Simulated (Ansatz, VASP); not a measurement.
# Two plane-wave programs on AlN

File POSCAR:

```
AlN
1.0
    0.0000000000      2.0188684454      1.9560816368
    2.0188684454      0.0000000000      1.9560816368
    2.0188684454      2.0188684454      0.0000000000
Al N
1 1
Direct
    0.0000000000      0.0000000000      0.0000000000
    0.5000000000      0.5000000000      0.5000000000
```

INCAR.step1

```
ALGO = Normal ; EDIFF = 1E-5
ENCUT = 520 ; GGA = PE
ISIF = 2 ; ISMEAR = 0
LASPH = T ; LCHARG = F
LREAL = F ; LWAVE = T
NBANDS = 11 ; NELM = 100
PREC = Accurate ; SIGMA = 0.01
```

Contents of INCAR.step2:

```
ALGO = Normal ; EDIFF = 1E-6
ENCUT = 520 ; GGA = PE
HFSCREEN = 0.2079 ; ISIF = 2
ISMEAR = 0 ; ISTART = 1
LASPH = T ; LCHARG = F
LHFCALC = T ; LREAL = F
LWAVE = F ; NBANDS = 11
NELM = 100 ; PREC = Accurate
PRECFOCK = Normal ; SIGMA = 0.01
```

The input KPOINTS:

```
k-points
0
Gamma
  8 8 8
```

Input for Ansatz:

```yaml
crystal:
  lattice:
    - [0.0, 2.0188684454, 1.9560816368]
    - [2.0188684454, 0.0, 1.9560816368]
    - [2.0188684454, 2.0188684454, 0.0]
  atoms:
    - { symbol: Al, position: [0.0, 0.0, 0.0] }
    - { symbol: "N", position: [0.5, 0.5, 0.5] }
kpoints:
  mp_grid: { grid: [8, 8, 8] }
  band_path:
    path:
      - [0.0, 0.0, 0.0]
      - [0.5, 0.0, 0.5]
      - [0.625, 0.25, 0.625]
      - [0.375, 0.375, 0.75]
      - [0.5, 0.5, 0.5]
      - [0.5, 0.25, 0.75]
    npoints: 1
hamiltonian:
  xc: hse06
scf:
  occupations: { method: fixed }
  n_extra_bands: 4
output:
  forces: true
  stress: true
  eigenvalues: true
```

Change from the starting cell: uniaxial_z strain -3.1%.

Alike in both runs: task single point; functional HSE06; k mesh 8 × 8 × 8; no spin polarisation.

|  | VASP | Ansatz |
| --- | --- | --- |
| version | VASP 6.6.1 | Ansatz 0.2.0 |
| potentials or method | VASP PAW PBE potentials, release 64 (Al, N) | plane waves, PAW |
| plane-wave cutoff (eV) | 520 | 420 |
| occupations | gaussian, width 0.01 eV | fixed |
| valence electrons in the cell | 8 | 8 |

```csv
,VASP,Ansatz,Ansatz less VASP
gap on the k mesh at the Fermi level (eV),6.07,6.14,+0.075
pressure (GPa),8.3,8.3,-0.09
"traceless stress, the component that is largest in VASP (GPa)",7.65,7.70,+0.054
```

Ansatz's warnings: stress exchange threshold loose, stress scf threshold loose.
